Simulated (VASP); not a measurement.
# Ni (Fm-3m) in VASP: a series of runs, part 2 of 2

VASP 6.6.1.

### Step 4. Single point, PBEsol, collinear spin, ferromagnetic start

Contents of INCAR:

```
  PREC = Accurate
  ENCUT = 520
  EDIFF = 1E-6
  ISMEAR = 0
  SIGMA = 0.05
  LREAL = F
  LASPH = T
  NELM = 150
  ALGO = Normal
  ISIF = 2
  LWAVE = F
  LCHARG = F
  ISPIN = 2
  MAGMOM = 0.73
  LORBIT = 11
  LMAXMIX = 4
  GGA = PS
  NBANDS = 15
```

Contents of KPOINTS:

```
Automatic mesh
0
Gamma
  20 20 20
```

Contents of POSCAR:

```
Ni
1.0
    0.0000000000      1.7315663749      1.7315663749
    1.7315663749      0.0000000000      1.7315663749
    1.7315663749      1.7315663749      0.0000000000
Ni
1
Direct
    0.0000000000      0.0000000000      0.0000000000
```

Potentials or basis: VASP PAW PBE potentials, release 64 (Ni).

Started as:

```console
> cat potpaw_PBE.64/Ni/POTCAR > POTCAR
> mpirun -np 1 vasp_std > vasp.out
```

OUTCAR:

```text
PREC = Accurate
   ENCUT = 520
   EDIFF = 1E-6
   ISMEAR = 0
   LREAL = F
   LASPH = T
   NELM = 150
   ISIF = 2
   ISPIN = 2
   LORBIT = 11
   GGA = PS

 ion  position               nearest neighbor table
   1  0.000  0.000  0.000-

  LATTYP: Found a face centered cubic cell.
 ALAT       =     3.4631327498

  Lattice vectors:

 A1 = (   0.0000000000,   1.7315663749,   1.7315663749)
 A2 = (   1.7315663749,   0.0000000000,   1.7315663749)
 A3 = (   1.7315663749,   1.7315663749,   0.0000000000)
[... 1072 lines left out ...]
  --------------------------------------------------------------------------------------
  -------------------------------------------------------------------------------------
  Total       -0.0114135     -0.0114135     -0.0114135      0.0000000      0.0000000     -0.0000000
  in kB       -1.7610966     -1.7610966     -1.7610966      0.0000000      0.0000000     -0.0000000
  external PRESSURE =      -1.7610966 kB  Pullay stress =       0.0000000 kB

 VOLUME and BASIS-vectors are now :
 -----------------------------------------------------------------------------
  energy-cutoff  :      520.00
  volume of cell :       10.38
      direct lattice vectors                 reciprocal lattice vectors
     0.000000000  1.731566375  1.731566375    -0.288755896  0.288755896  0.288755896
     1.731566375  0.000000000  1.731566375     0.288755896 -0.288755896  0.288755896
     1.731566375  1.731566375  0.000000000     0.288755896  0.288755896 -0.288755896

 POSITION                                       TOTAL-FORCE (eV/Angst)
 -----------------------------------------------------------------------------------
      0.00000      0.00000      0.00000        -0.000000      0.000000      0.000000
 -----------------------------------------------------------------------------------
    total drift:                               -0.000000     -0.000000      0.000000

  FREE ENERGIE OF THE ION-ELECTRON SYSTEM (eV)
  ---------------------------------------------------
  free  energy   TOTEN  =        -6.1367565959 eV

  energy  without entropy=       -6.1346477718  energy(sigma->0) =       -6.13570218

 total charge

# of ion       s       p       d       tot
------------------------------------------
    1        0.521   0.546   8.333   9.401

 magnetization (x)

# of ion       s       p       d       tot
------------------------------------------
    1       -0.006  -0.024   0.659   0.628
```

stdout:

```text
POSCAR found type information on POSCAR Ni
 POSCAR found :  1 types and       1 ions
 scaLAPACK will be used
 -----------------------------------------------------------------------------
|                                                                             |
|                                                                             |
|     You enforced a specific xc type in the INCAR file but a different       |
|     I HOPE YOU KNOW WHAT YOU ARE DOING!                                     |
|                                                                             |
 -----------------------------------------------------------------------------

 LDA part: xc-table for (Slater+PW92), standard interpolation
 POSCAR, INCAR and KPOINTS ok, starting setup
 FFT: planning ... GRIDC
 FFT: planning ... GRID_SOFT
 FFT: planning ... GRID
 WAVECAR not read
 entering main loop
```

It took 61 s on 1 thread of Intel Xeon Platinum 8259CL at 2.50GHz (Skylake/Cascade Lake), shared host; peak memory 0.17 GiB.

What came out:

* Free energy: -6.1368 eV
* Pressure: -0.2 GPa
* Net moment: 0.62 μB per cell
* Site moments: Ni +0.63 μB
* Valence electrons inside the program's atomic spheres: Ni 9.40

Levels at points of the mesh, in eV from the Fermi level:
Spin up:
| k point | band 1 | band 2 | band 3 | band 4 | band 5 | band 6 | band 7 | band 8 | band 9 | band 10 |
| --- | --- | --- | --- | --- | --- | --- | --- | --- | --- | --- |
| (0.00, 0.00, 0.00) | -9.40 | -2.56 | -2.56 | -2.56 | -1.31 | -1.31 | 24.09 | 28.29 | 28.29 | 28.29 |
| (0.50, 0.00, 0.00) | -5.12 | -2.55 | -2.55 | -0.59 | -0.59 | -0.43 | 5.97 | 22.56 | 25.43 | 25.43 |
| (0.50, 0.50, 0.00) | -4.96 | -4.46 | -0.54 | -0.44 | -0.44 | 2.42 | 9.61 | 15.20 | 15.20 | 20.28 |
Spin down:
| k point | band 2 | band 3 | band 4 | band 5 | band 6 | band 7 | band 8 | band 9 |
| --- | --- | --- | --- | --- | --- | --- | --- | --- |
| (0.00, 0.00, 0.00) | -1.84 | -1.84 | -1.84 | -0.70 | -0.70 | 23.98 | 28.29 | 28.29 |
| (0.50, 0.00, 0.00) | -1.93 | -1.93 | -0.46 | 0.16 | 0.16 | 6.40 | 22.45 | 25.52 |
| (0.50, 0.50, 0.00) | -3.87 | 0.09 | 0.39 | 0.39 | 2.41 | 9.88 | 15.23 | 15.23 |

Caveat: the PAW data sets were made with another functional, which shifts forces and pressure a little.

### Step 5. Single point, PBEsol, collinear spin, ferromagnetic start

Contents of INCAR:

```
SYSTEM = Ni
ALGO = Normal
EDIFF = 1E-6
ENCUT = 520
GGA = PS
ISIF = 2
ISMEAR = 0
ISPIN = 2
LASPH = .True.
LCHARG = .False.
LMAXMIX = 4
LORBIT = 11
LREAL = .False.
LWAVE = .False.
MAGMOM = 0.5
NBANDS = 15
NELM = 150
PREC = Accurate
SIGMA = 0.05
```

Contents of KPOINTS:

```
k-points
0
Gamma
  20 20 20
  0 0 0
```

POSCAR is that of step 4.

Potentials or basis: VASP PAW PBE potentials, release 64 (Ni).

Started as:

```console
> cat potpaw_PBE.64/Ni/POTCAR > POTCAR
> mpirun -np 1 vasp_std > vasp.out
```

OUTCAR:

```text
SYSTEM = Ni
   EDIFF = 1E-6
   ENCUT = 520
   GGA = PS
   ISIF = 2
   ISMEAR = 0
   ISPIN = 2
   LASPH = .True.
   LORBIT = 11
   LREAL = .False.
   NELM = 150
   PREC = Accurate

 ion  position               nearest neighbor table
   1  0.000  0.000  0.000-

  LATTYP: Found a face centered cubic cell.
 ALAT       =     3.4631327498

  Lattice vectors:

 A1 = (   0.0000000000,   1.7315663749,   1.7315663749)
 A2 = (   1.7315663749,   0.0000000000,   1.7315663749)
 A3 = (   1.7315663749,   1.7315663749,   0.0000000000)

Analysis of symmetry for initial positions (statically):
=====================================================================
 Subroutine PRICEL returns:
 Original cell was already a primitive cell.

 Routine SETGRP: Setting up the symmetry group for a
 face centered cubic supercell.

 Subroutine GETGRP returns: Found 48 space group operations
[... 631 lines left out ...]
      6       9.1718      1.00000
      7      33.8486      0.00000
      8      38.1610      0.00000
      9      38.1610      0.00000
     10      38.1610      0.00000
     11      41.3664      0.00000
     12      41.3664      0.00000
     13      41.3664      0.00000
     14      44.0685      0.00000
[... 403 lines left out ...]
      4       8.0817      1.00000
      5       9.6497      1.00000
      6       9.9868      0.00046
      7      19.6114      0.00000
      8      32.0156      0.00000
      9      34.5627      0.00000
     10      36.7063      0.00000
     11      38.5517      0.00000
     12      40.4380      0.00000
     13      44.9319      0.00000
     14      51.7807      0.00000
     15      53.4493      0.00000

 [... further k-points ...]

------------------------ aborting loop because EDIFF is reached ----------------------------------------

  FORCE on cell =-STRESS in cart. coord.  units (eV):
  Direction    XX          YY          ZZ          XY          YZ          ZX
  --------------------------------------------------------------------------------------
  -------------------------------------------------------------------------------------
  Total       -0.0113424     -0.0113424     -0.0113424      0.0000000      0.0000000     -0.0000000
  in kB       -1.7501186     -1.7501186     -1.7501186      0.0000000      0.0000000     -0.0000000
  external PRESSURE =      -1.7501186 kB  Pullay stress =       0.0000000 kB

 VOLUME and BASIS-vectors are now :
 -----------------------------------------------------------------------------
  energy-cutoff  :      520.00
  volume of cell :       10.38
      direct lattice vectors                 reciprocal lattice vectors
     0.000000000  1.731566375  1.731566375    -0.288755896  0.288755896  0.288755896
     1.731566375  0.000000000  1.731566375     0.288755896 -0.288755896  0.288755896
     1.731566375  1.731566375  0.000000000     0.288755896  0.288755896 -0.288755896

 POSITION                                       TOTAL-FORCE (eV/Angst)
 -----------------------------------------------------------------------------------
      0.00000      0.00000      0.00000         0.000000      0.000000      0.000000
 -----------------------------------------------------------------------------------
    total drift:                                0.000000      0.000000     -0.000000

  FREE ENERGIE OF THE ION-ELECTRON SYSTEM (eV)
  ---------------------------------------------------
  free  energy   TOTEN  =        -6.1367566088 eV

  energy  without entropy=       -6.1346477787  energy(sigma->0) =       -6.13570219

 total charge

# of ion       s       p       d       tot
------------------------------------------
    1        0.521   0.546   8.333   9.401

 magnetization (x)

# of ion       s       p       d       tot
------------------------------------------
    1       -0.006  -0.024   0.659   0.628
```

stdout:

```text
POSCAR found type information on POSCAR Ni
 POSCAR found :  1 types and       1 ions
 scaLAPACK will be used
 -----------------------------------------------------------------------------
|                                                                             |
|                                                                             |
|     You enforced a specific xc type in the INCAR file but a different       |
|     I HOPE YOU KNOW WHAT YOU ARE DOING!                                     |
|                                                                             |
 -----------------------------------------------------------------------------

 LDA part: xc-table for (Slater+PW92), standard interpolation
 POSCAR, INCAR and KPOINTS ok, starting setup
 FFT: planning ... GRIDC
 FFT: planning ... GRID_SOFT
 FFT: planning ... GRID
 WAVECAR not read
 entering main loop
```

Wall time 64 s (1 thread of Intel Xeon Platinum 8259CL at 2.50GHz (Skylake/Cascade Lake), shared host); peak memory 0.17 GiB.

What came out:

| Property | Result |
| --- | --- |
| Free energy | -6.1368 eV |
| Pressure | -0.2 GPa |
| Net moment | 0.62 μB per cell |
| Site moments | Ni +0.63 μB |
| Valence electrons inside the program's atomic spheres | Ni 9.40 |

Levels at points of the mesh, in eV from the Fermi level:
Spin up:
```tsv
k point	band 2	band 3	band 4	band 5	band 6	band 7	band 8	band 9
(0.00, 0.00, 0.00)	-2.56	-2.56	-2.56	-1.31	-1.31	24.09	28.29	28.29
(0.50, 0.00, 0.00)	-2.55	-2.55	-0.59	-0.59	-0.43	5.97	22.56	25.43
(0.50, 0.50, 0.00)	-4.46	-0.54	-0.44	-0.44	2.42	9.61	15.20	15.20
```
Spin down:
```csv
k point,band 3,band 4,band 5,band 6,band 7,band 8
"(0.00, 0.00, 0.00)",-1.84,-1.84,-0.70,-0.70,23.98,28.29
"(0.50, 0.00, 0.00)",-1.93,-0.46,0.16,0.16,6.40,22.45
"(0.50, 0.50, 0.00)",0.09,0.39,0.39,2.41,9.88,15.23
```

Caveat: the PAW data sets were made with another functional, which shifts forces and pressure a little.

### Step 6. Summary

```csv
spin,cell,gap on the mesh (eV),pressure (GPa),moment (μB)
off,"a = 2.449 Å, angles 60.0°, 1 atom",none,-1.4,-
"collinear, ferromagnetic start","a = 2.432 Å, angles 60.0°, 1 atom",none,4.8,0.62
"collinear, ferromagnetic start","a = 2.449 Å, angles 60.0°, 1 atom",none,-0.2,0.62
```

Alike in all rows: task single point; level PBEsol; potentials or basis VASP PAW PBE potentials, release 64 (Ni); k mesh 20 × 20 × 20; cutoff (eV) 520; smearing gaussian 0.05 eV.

Caveats: the PAW data sets were made with another functional, which shifts forces and pressure a little.

Absolute energies hang on the potentials; compare differences alone.
